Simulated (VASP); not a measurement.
# LiF (P6_3mc) in VASP: a series of runs

The runs below take LiF through single point, with LDA.

Everything below comes from runs of VASP 6.6.1. Logs are shortened: lines on timing, memory, paths and dates and some standing lists are left out, and cuts for length are marked.

## 1. The cell of the first run

Symmetry: P6_3mc, No. 186, hexagonal system. The conventional cell has a = 3.015 Å, b = 3.015 Å, c = 4.879 Å, α = 90.00°, β = 90.00°, γ = 120.00°. Within 2.4 Å of Li (site symmetry 3m) lie 4 F at 1.83 to 1.89 Å. F (site symmetry 3m) has 4 Li at 1.83 to 1.89 Å within 2.4 Å.

## 2. Single point, LDA (strain -0.015 along x and y, +0.015 along z)

File INCAR:

```
SYSTEM = LiF
PREC = Accurate ; ENCUT = 520
EDIFF = 1E-6 ; ISMEAR = 0
SIGMA = 0.05 ; LREAL = .FALSE.
LASPH = .TRUE. ; NELM = 100
ALGO = Normal ; ISIF = 2
LWAVE = .FALSE. ; LCHARG = .FALSE.
GGA = CA ; NBANDS = 18
```

File KPOINTS:

```
Automatic mesh
0
G
  9 9 6
  0 0 0
```

File POSCAR:

```
LiF
1.0
    3.0150257202      0.0000000000      0.0000000000
   -1.5075128601      2.6110888668      0.0000000000
    0.0000000000      0.0000000000      4.8794344385
Li F
2 2
Direct
    0.3333333333      0.6666666667      0.3811542600
    0.6666666667      0.3333333333      0.8811542600
    0.3333333333      0.6666666667      0.9938437400
    0.6666666667      0.3333333333      0.4938437400
```

Potentials or basis: VASP PAW LDA potentials, release 64 (Li_sv, F).

Command:

```sh
> cat potpaw_LDA.64/Li_sv/POTCAR potpaw_LDA.64/F/POTCAR > POTCAR
> mpirun -np 1 vasp_std > vasp.out
```

OUTCAR:

```text
SYSTEM = LiF
   PREC = Accurate
   ENCUT = 520
   EDIFF = 1E-6
   ISMEAR = 0
   LREAL = .FALSE.
   LASPH = .TRUE.
   NELM = 100
   ISIF = 2
   GGA = CA

 ion  position               nearest neighbor table
   1  0.333  0.667  0.381-   4 1.83   4 1.83   4 1.83   3 1.89
   2  0.667  0.333  0.881-   3 1.83   3 1.83   3 1.83   4 1.89
   3  0.333  0.667  0.994-   2 1.83   2 1.83   2 1.83   1 1.89
   4  0.667  0.333  0.494-   1 1.83   1 1.83   1 1.83   2 1.89

  LATTYP: Found a hexagonal cell.
 ALAT       =     3.0150257202
 C/A-ratio  =     1.6183724092

  Lattice vectors:

 A1 = (   3.0150257202,   0.0000000000,   0.0000000000)
 A2 = (  -1.5075128601,   2.6110888668,   0.0000000000)
 A3 = (   0.0000000000,   0.0000000000,   4.8794344385)

Analysis of symmetry for initial positions (statically):
=====================================================================
 Subroutine PRICEL returns:
 Original cell was already a primitive cell.

 Routine SETGRP: Setting up the symmetry group for a
 hexagonal supercell.

 Subroutine GETGRP returns: Found 12 space group operations
 (whereof  6 operations were pure point group operations)
 out of a pool of 24 trial point group operations.

The static configuration has the point symmetry C_3v.
 The point group associated with its full space group is C_6v.

Analysis of symmetry for dynamics (positions and initial velocities):
=====================================================================
 Subroutine PRICEL returns:
 Original cell was already a primitive cell.

 Routine SETGRP: Setting up the symmetry group for a
 hexagonal supercell.

 Subroutine GETGRP returns: Found 12 space group operations
 (whereof  6 operations were pure point group operations)
 out of a pool of 24 trial point group operations.

The dynamic configuration has the point symmetry C_3v.
 The point group associated with its full space group is C_6v.

 Subroutine INISYM returns: Found 12 space group operations
 (whereof  6 operations are pure point group operations),
 and found     1 'primitive' translations

----------------------------------------------------------------------------------------

                                     Primitive cell

  volume of cell :      38.4133

  direct lattice vectors                    reciprocal lattice vectors
     3.015025720  0.000000000  0.000000000     0.331672129  0.191490993  0.000000000
    -1.507512860  2.611088867  0.000000000     0.000000000  0.382981986  0.000000000
     0.000000000  0.000000000  4.879434438     0.000000000  0.000000000  0.204941784

  length of vectors
     3.015025720  3.015025720  4.879434438     0.382981986  0.382981986  0.204941784

  position of ions in fractional coordinates (direct lattice)
     0.333333333  0.666666667  0.381154260
     0.666666667  0.333333333  0.881154260
     0.333333333  0.666666667  0.993843740
     0.666666667  0.333333333  0.493843740

  ion indices of the primitive-cell ions
   primitive index   ion index
                 1           1
                 2           2
                 3           3
                 4           4

----------------------------------------------------------------------------------------

 KPOINTS: Automatic mesh

Automatic generation of k-mesh.
 Grid dimensions read from file:
 generate k-points for:    9    9    6

 Generating k-lattice:

  Cartesian coordinates                     Fractional coordinates (reciprocal lattice)
     0.036852459  0.021276777  0.000000000     0.111111111 -0.000000000  0.000000000
     0.000000000  0.042553554  0.000000000     0.000000000  0.111111111  0.000000000
     0.000000000  0.000000000  0.034156964     0.000000000  0.000000000  0.166666667

  Length of vectors
     0.042553554  0.042553554  0.034156964

  Shift w.r.t. Gamma in fractional coordinates (k-lattice)
     0.000000000  0.000000000  0.000000000

 Subroutine IBZKPT returns following result:
 ===========================================

 Found     48 irreducible k-points:

 Following reciprocal coordinates:
            Coordinates               Weight
  0.000000  0.000000  0.000000      1.000000
  0.111111  0.000000  0.000000      6.000000
  0.222222  0.000000  0.000000      6.000000
  0.333333  0.000000  0.000000      6.000000
  0.444444  0.000000  0.000000      6.000000
  0.111111  0.111111  0.000000      6.000000
[... 16 lines left out ...]
  0.333333  0.222222  0.166667     24.000000
  0.333333  0.333333  0.166667      4.000000
 [... further k-points ...]
   k-points           NKPTS =     48   k-points in BZ     NKDIM =     48   number of bands    NBANDS=     18
   number of dos      NEDOS =    301   number of ions     NIONS =      4
   total plane-waves  NPLWV =  20736
   dimension x,y,z NGX =    24 NGY =   24 NGZ =   36
   dimension x,y,z NGXF=    48 NGYF=   48 NGZF=   72
   ions per type =               2   2
   NGX,Y,Z   is equivalent  to a cutoff of  13.23, 13.23, 12.27 a.u.
   NGXF,Y,Z  is equivalent  to a cutoff of  26.47, 26.47, 24.53 a.u.
 SYSTEM =  LiF
   PREC   = accura    normal or accurate (medium, high low for compatibility)
   ISTART =      0    job   : 0-new  1-cont  2-samecut
   ICHARG =      2    charge: 1-file 2-atom 10-const
   ISPIN  =      1    spin polarized calculation?
   LNONCOLLINEAR =      F non collinear calculations
   LSORBIT =      F    spin-orbit coupling
   LASPH  =      T    aspherical Exc in radial PAW
   ENCUT  =  520.0 eV  38.22 Ry    6.18 a.u.   5.61  5.61  9.07*2*pi/ulx,y,z
   NELM   =    100;   NELMIN=  2; NELMDL= -5     # of ELM steps
   EDIFF  = 0.1E-05   stopping-criterion for ELM
   LREAL  =      F    real-space projection
   EDIFFG = 0.1E-04   stopping-criterion for IOM
   NSW    =      0    number of steps for IOM
   IBRION =     -1    ionic relax: 0-MD 1-quasi-New 2-CG
   NFREE  =      0    steps in history (QN), initial steepest desc. (CG)
   ISIF   =      2    stress and relaxation
   ISYM   =      2    0-nonsym 1-usesym 2-fastsym
   POTIM  = 0.5000    time-step for ionic-motion
   TEBEG  =    0.0;   TEEND  =   0.0 temperature during run
   PSTRESS=    0.0 pullay stress
   NELECT =      20.0000    total number of electrons
   NUPDOWN=      -1.0000    fix difference up-down
   EMIN   =  10.00;   EMAX   =-10.00  energy-range for DOS
   EFERMI =   0.00;   METHOD = LEGACY
   ISMEAR =     0;   SIGMA  =   0.05  broadening in eV -4-tet -1-fermi 0-gaus
   EFERMI_NEDOS =   21; number of points for ismear=-14 and -15
   IALGO  =     38    algorithm
   IMIX   =      4    mixing-type and parameters
     AMIX     =   0.40;   BMIX     =  1.00
     AMIX_MAG =   1.60;   BMIX_MAG =  1.00
  volume/ion in A,a.u.               =       9.60        64.81
  Fermi-wavevector in a.u.,A,eV,Ry     =   1.317015  2.488798 23.599699  1.734529
  Thomas-Fermi vector in A             =   2.447086
   LORBIT       =      0    0 simple, 1 ext, 2 COOP (PROOUT), +10 PAW based schemes
   GGA     = CA    functional components
   LHFCALC =     F    Hartree Fock is set to
   AEXX    =    0.0000 exact exchange contribution
   IVDW    =     0    specifies the selected vdW correction
   LEPSILON=     F    determine dielectric tensor
   LRPA    =     F    only Hartree local field effects (RPA)
 non-spin polarized calculation
 Gauss-broadening in eV      SIGMA  =   0.05
  energy-cutoff  :      520.00
  volume of cell :       38.41
 maximum number of plane-waves:      1052
 NGX is ok and might be reduce to    24
   NGX = 11   NGY = 11   NGZ = 19

 number of electron      20.0000027 magnetization

 Free energy of the ion-electron system (eV)
  ---------------------------------------------------
  ext. energy  EPLUGINS =         0.00000000
  ---------------------------------------------------
  free energy    TOTEN  =       -20.79287911 eV

  energy without entropy =      -20.79287911  energy(sigma->0) =      -20.79287911

 E-fermi :  -2.4047     XC(G=0):  -9.6981

 val. band max:       -2.6528921023   @ k =   0.0000   0.0000   0.0000
 cond. band min:       5.0501494266   @ k =   0.0000   0.0000   0.0000
 fundamental gap:      7.7030415289
 Fermi energy:        -2.4046725531

 k-point     1 :       0.0000    0.0000    0.0000
  band No.  band energies     occupation
      1     -41.8292      2.00000
      2     -41.7789      2.00000
      3     -21.6840      2.00000
      4     -21.4482      2.00000
      5      -4.9536      2.00000
      6      -3.0631      2.00000
[... 10 lines left out ...]
     17      17.0782      0.00000
     18      17.0782      0.00000

 k-point     2 :       0.1111    0.0000    0.0000
  band No.  band energies     occupation
      1     -41.8238      2.00000
      2     -41.7762      2.00000
      3     -21.6664      2.00000
      4     -21.4434      2.00000
      5      -4.8864      2.00000
      6      -3.2135      2.00000
[... 10 lines left out ...]
     17      17.2366      0.00000
     18      17.3217      0.00000

 k-point     3 :       0.2222    0.0000    0.0000
  band No.  band energies     occupation
      1     -41.8096      2.00000
      2     -41.7699      2.00000
      3     -21.6189      2.00000
      4     -21.4315      2.00000
      5      -4.7155      2.00000
      6      -3.6360      2.00000
[... 10 lines left out ...]
     17      17.2638      0.00000
     18      17.4588      0.00000

 k-point     4 :       0.3333    0.0000    0.0000
  band No.  band energies     occupation
      1     -41.7924      2.00000
      2     -41.7638      2.00000
      3     -21.5571      2.00000
      4     -21.4240      2.00000
      5      -4.6254      2.00000
      6      -3.9774      2.00000
[... 10 lines left out ...]
     17      16.8977      0.00000
     18      17.7853      0.00000

 k-point     5 :       0.4444    0.0000    0.0000
  band No.  band energies     occupation
      1     -41.7796      2.00000
      2     -41.7614      2.00000
      3     -21.5063      2.00000
      4     -21.4293      2.00000
      5      -4.7820      2.00000
      6      -3.9940      2.00000
[... 10 lines left out ...]
     17      16.6867      0.00000
     18      18.2676      0.00000

 k-point     6 :       0.1111    0.1111    0.0000
  band No.  band energies     occupation
      1     -41.8140      2.00000
      2     -41.7717      2.00000
      3     -21.6338      2.00000
      4     -21.4348      2.00000
      5      -4.7623      2.00000
      6      -3.5036      2.00000
[... 10 lines left out ...]
     17      17.5081      0.00000
     18      17.8012      0.00000

 k-point     7 :       0.2222    0.1111    0.0000
  band No.  band energies     occupation
      1     -41.7983      2.00000
      2     -41.7655      2.00000
      3     -21.5790      2.00000
      4     -21.4249      2.00000
      5      -4.5781      2.00000
      6      -4.0132      2.00000
[... 10 lines left out ...]
     17      17.4033      0.00000
     18      17.9755      0.00000

 k-point     8 :       0.3333    0.1111    0.0000
  band No.  band energies     occupation
      1     -41.7829      2.00000
      2     -41.7617      2.00000
      3     -21.5209      2.00000
      4     -21.4247      2.00000
      5      -4.6647      2.00000
      6      -4.1185      2.00000
[... 10 lines left out ...]
     17      16.7436      0.00000
     18      18.2684      0.00000
[... 229 lines left out ...]
     17      17.2830      0.00000
     18      17.8047      0.00000

 k-point    20 :       0.3333    0.1111    0.1667
  band No.  band energies     occupation
      1     -41.7814      2.00000
      2     -41.7631      2.00000
      3     -21.5151      2.00000
      4     -21.4320      2.00000
      5      -4.6355      2.00000
      6      -4.1320      2.00000
[... 10 lines left out ...]
     17      16.8030      0.00000
     18      18.1666      0.00000

 k-point    21 :       0.4444    0.1111    0.1667
  band No.  band energies     occupation
      1     -41.7746      2.00000
      2     -41.7622      2.00000
      3     -21.4870      2.00000
      4     -21.4363      2.00000
      5      -4.7702      2.00000
      6      -4.0812      2.00000
[... 10 lines left out ...]
     17      16.4550      0.00000
     18      18.4046      0.00000

 k-point    22 :       0.2222    0.2222    0.1667
  band No.  band energies     occupation
      1     -41.7827      2.00000
      2     -41.7633      2.00000
      3     -21.5207      2.00000
      4     -21.4305      2.00000
      5      -4.4507      2.00000
      6      -4.3410      2.00000
[... 10 lines left out ...]
     17      17.1063      0.00000
     18      18.3674      0.00000

 k-point    23 :       0.3333    0.2222    0.1667
  band No.  band energies     occupation
      1     -41.7720      2.00000
      2     -41.7623      2.00000
      3     -21.4787      2.00000
      4     -21.4354      2.00000
      5      -4.7228      2.00000
      6      -4.1243      2.00000
[... 10 lines left out ...]
     17      16.3968      0.00000
     18      18.6059      0.00000

 k-point    24 :       0.3333    0.3333    0.1667
  band No.  band energies     occupation
      1     -41.7651      2.00000
      2     -41.7651      2.00000
      3     -21.4503      2.00000
      4     -21.4503      2.00000
      5      -4.7824      2.00000
      6      -3.9011      2.00000
[... 10 lines left out ...]
     17      15.8015      0.00000
     18      18.6352      0.00000

 [... further k-points ...]

------------------------ aborting loop because EDIFF is reached ----------------------------------------

  FORCE on cell =-STRESS in cart. coord.  units (eV):
  Direction    XX          YY          ZZ          XY          YZ          ZX
  --------------------------------------------------------------------------------------
  -------------------------------------------------------------------------------------
  Total       -0.2500144     -0.2500144     -1.0368917     -0.0000000      0.0000000      0.0000000
  in kB      -10.4278196    -10.4278196    -43.2475797     -0.0000000      0.0000000      0.0000000
  external PRESSURE =     -21.3677396 kB  Pullay stress =       0.0000000 kB

 VOLUME and BASIS-vectors are now :
 -----------------------------------------------------------------------------
  energy-cutoff  :      520.00
  volume of cell :       38.41
      direct lattice vectors                 reciprocal lattice vectors
     3.015025720  0.000000000  0.000000000     0.331672129  0.191490993  0.000000000
    -1.507512860  2.611088867  0.000000000     0.000000000  0.382981986  0.000000000
     0.000000000  0.000000000  4.879434438     0.000000000  0.000000000  0.204941784

 POSITION                                       TOTAL-FORCE (eV/Angst)
 -----------------------------------------------------------------------------------
     -0.00000      1.74073      1.85982        -0.000000      0.000000     -0.111848
      1.50751      0.87036      4.29953         0.000000     -0.000000     -0.111848
     -0.00000      1.74073      4.84940        -0.000000     -0.000000      0.111848
      1.50751      0.87036      2.40968        -0.000000      0.000000      0.111848
 -----------------------------------------------------------------------------------
    total drift:                                0.000000      0.000000      0.000074

  FREE ENERGIE OF THE ION-ELECTRON SYSTEM (eV)
  ---------------------------------------------------
  free  energy   TOTEN  =       -20.7928791150 eV

  energy  without entropy=      -20.7928791150  energy(sigma->0) =      -20.79287911
```

Run time: 18 s. Hardware: 1 thread of AMD EPYC 7R13, shared host; peak memory 0.12 GiB.

What came out:

```
Free energy            : -20.7929 eV
Largest force          : 0.112 eV/Å
Band gap on the k mesh : 7.70 eV
```

Forces on the atoms (eV/Å):
```
Li   0.000  0.000 -0.112
Li   0.000  0.000 -0.112
F    0.000  0.000  0.112
F    0.000  0.000  0.112
```

Caveat: the cell differs from its parent crystal (strain -0.015 along x and y, +0.015 along z); the cutoff is under 1.25 times the usual one of these potentials, so pressure, stress and relaxed cells hold a basis-set (Pulay) error; an odd mesh through Γ misses points on the zone boundary, where band edges can lie.

## 3. Single point, LDA (strain -0.015 along x and y, +0.030 along z)

File INCAR:

```
SYSTEM = LiF
ALGO = Normal
EDIFF = 1E-6
ENCUT = 520
GGA = CA
ISIF = 2
ISMEAR = 0
LASPH = .True.
LCHARG = .False.
LREAL = .False.
LWAVE = .False.
NBANDS = 18
NELM = 80
PREC = Accurate
SIGMA = 0.05
```

File KPOINTS:

```
k-points
0
Gamma
  9 9 6
  0 0 0
```

POSCAR: that of step 2 with these lines changed.

```diff
@@ -4,3 +4,3 @@
    -1.5075128601      2.6110888668      0.0000000000
-    0.0000000000      0.0000000000      4.8794344385
+    0.0000000000      0.0000000000      4.9515443071
 Li F
```

Potentials or basis: VASP PAW LDA potentials, release 64 (Li_sv, F).

Command:

```sh
> cat potpaw_LDA.64/Li_sv/POTCAR potpaw_LDA.64/F/POTCAR > POTCAR
> mpirun -np 1 vasp_std > vasp.out
```

Run time: 22 s. Hardware: 1 thread of AMD EPYC 7R13, shared host; peak memory 0.12 GiB.

The run converged. Its results:

| Property | Result |
| --- | --- |
| Free energy | -20.7766 eV |
| Largest force | 0.145 eV/Å |
| Band gap on the k mesh | 7.64 eV |

Forces in eV/Å, atoms in the order of the input:
```
Li   0.000  0.000 -0.145
Li   0.000  0.000 -0.145
F    0.000  0.000  0.145
F    0.000  0.000  0.145
```

Levels at points of the mesh, in eV from the valence-band top:
| k point | band 7 | band 8 | band 9 | band 10 | band 11 | band 12 | band 13 | band 14 |
| --- | --- | --- | --- | --- | --- | --- | --- | --- |
| (0.00, 0.00, 0.00) | -0.36 | -0.08 | -0.08 | 0.00 | 7.64 | 11.62 | 14.96 | 18.69 |
| (0.00, 0.00, 0.50) | -0.22 | -0.22 | -0.22 | -0.22 | 9.28 | 9.28 | 17.05 | 17.05 |

Caveat: the cell differs from its parent crystal (strain -0.015 along x and y, +0.030 along z); the cutoff is under 1.25 times the usual one of these potentials, so pressure, stress and relaxed cells hold a basis-set (Pulay) error; an odd mesh through Γ misses points on the zone boundary, where band edges can lie.

## 4. Single point, LDA (strain +0.000 along x and y, +0.015 along z)

File INCAR:

```
PREC = Accurate ; ENCUT = 520
EDIFF = 1E-7 ; ISMEAR = 0
SIGMA = 0.05 ; LREAL = False
LASPH = True ; NELM = 100
ALGO = Normal ; ISIF = 2
LWAVE = False ; LCHARG = True
GGA = CA ; LELF = True
LVHAR = True ; NBANDS = 18
```

File KPOINTS:

```
Automatic mesh
0
Gamma
  9 9 6
```

File POSCAR:

```
LiF
1.0
    3.0609398175      0.0000000000      0.0000000000
   -1.5304699087      2.6508516414      0.0000000000
    0.0000000000      0.0000000000      4.8794344385
Li F
2 2
Direct
    0.3333333333      0.6666666667      0.3811542600
    0.6666666667      0.3333333333      0.8811542600
    0.3333333333      0.6666666667      0.9938437400
    0.6666666667      0.3333333333      0.4938437400
```

Command:

```sh
> cat potpaw_LDA.64/Li_sv/POTCAR potpaw_LDA.64/F/POTCAR > POTCAR
> mpirun -np 1 vasp_std > vasp.out
```

Run time: 21 s. Hardware: 1 thread of AMD EPYC 7R13, shared host; peak memory 0.12 GiB.

It converged, with:

```yaml
Free_energy: -20.7796 eV
Largest_force: 0.057 eV/Å
Band_gap_on_the_k_mesh: 7.52 eV
```

Forces in eV/Å, atoms in the order of the input:
```
Li   0.000  0.000 -0.057
Li   0.000  0.000 -0.057
F    0.000  0.000  0.057
F    0.000  0.000  0.057
```

Levels at points of the mesh, in eV from the valence-band top:
```csv
k point,band 8,band 9,band 10,band 11,band 12,band 13
"(0.00, 0.00, 0.00)",-0.13,-0.13,0.00,7.52,11.65,14.90
"(0.00, 0.00, 0.50)",-0.28,-0.28,-0.28,9.19,9.19,17.12
```

Caveat: the cell differs from its parent crystal (strain +0.000 along x and y, +0.015 along z); the cutoff is under 1.25 times the usual one of these potentials, so pressure, stress and relaxed cells hold a basis-set (Pulay) error; an odd mesh through Γ misses points on the zone boundary, where band edges can lie.

(Part 1 of 2 ends here.)
